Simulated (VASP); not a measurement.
Runs of VASP 6.6.1 on Pt. Symmetry: Fm-3m, No. 225, cubic system. Conventional cell: a = 3.922 Å, b = 3.922 Å, c = 3.922 Å, α = 90.00°, β = 90.00°, γ = 90.00°. Within 3.7 Å of Pt (site symmetry m-3m) lie 12 Pt at 2.77 Å. 

```csv
level,potentials or basis,gap on the mesh (eV),pressure (GPa)
revPBE,"VASP PAW PBE potentials, release 64 (Pt)",none,12.6
RPBE,"VASP PAW PBE potentials, release 64 (Pt)",none,(a)
PBEsol,"VASP PAW PBE potentials, release 64 (Pt)",none,-1.2
r2SCAN,"VASP PAW PBE potentials, release 64 (Pt)",none,4.7
LDA,"VASP PAW LDA potentials, release 64 (Pt)",none,(b)
```

Alike in all rows: task single point; no spin polarisation; cell as given; k mesh 10 × 10 × 10; cutoff (eV) 520; smearing gaussian 0.02 eV.

Estimate the missing entries.

(a) 13.8; (b) -5.5.

Caveats: spin-orbit coupling is left out, which moves the levels of the heavy elements; the PAW data sets were made with another functional, which shifts forces and pressure a little (some runs).

A k mesh can miss the band edges, and the runs leave out spin-orbit coupling on Pt.

A gap of «none» marks levels without a gap at the run's occupations.
